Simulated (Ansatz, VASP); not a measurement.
**Y3NbO in VASP and in Ansatz**

```
Y Nb O
1.0
     5.46929    0.00000    0.00000
    -2.73464    4.73654    0.00000
     0.00000    0.00000    4.19948
Y Nb O
3 1 1
Direct
  0.50000 0.00000 0.50000
  0.00000 0.50000 0.50000
  0.50000 0.50000 0.50000
  0.00000 0.00000 0.50000
  0.00000 0.00000 0.00000
```

Alike in both runs: task relaxation of cell and atoms; functional PBE; k mesh 6 × 6 × 4; occupations gaussian, width 0.1 eV; no spin polarisation.

|  | VASP | Ansatz |
| --- | --- | --- |
| version | VASP 6.6.1 | Ansatz 0.2.0 |
| potentials or method | VASP PAW PBE potentials, release 64 (Y_sv, Nb_sv, O), cutoff 600 eV | scalar-relativistic, plane waves, PAW |
| valence electrons in the cell | 52 | 52 |

Ansatz gave:

```
gap on the k mesh at the Fermi level, each at its own relaxed structure (eV)  : none
relaxed volume (Å³/atom)                                                      : 29.22
relaxed length of the cell vector where the two differ most in proportion (Å) : 6.634
```

Which values does VASP return?

gap on the k mesh at the Fermi level, each at its own relaxed structure (eV): none; relaxed volume (Å³/atom): 29.09; relaxed length of the cell vector where the two differ most in proportion (Å): 6.622.

A gap of «none» marks a metal or a gap that the smearing closes.

The k mesh is coarse, so the values compare programs but aren't converged. Noted on VASP's run: the volume moved by over 15 % at a fixed basis, so the end points are rough.
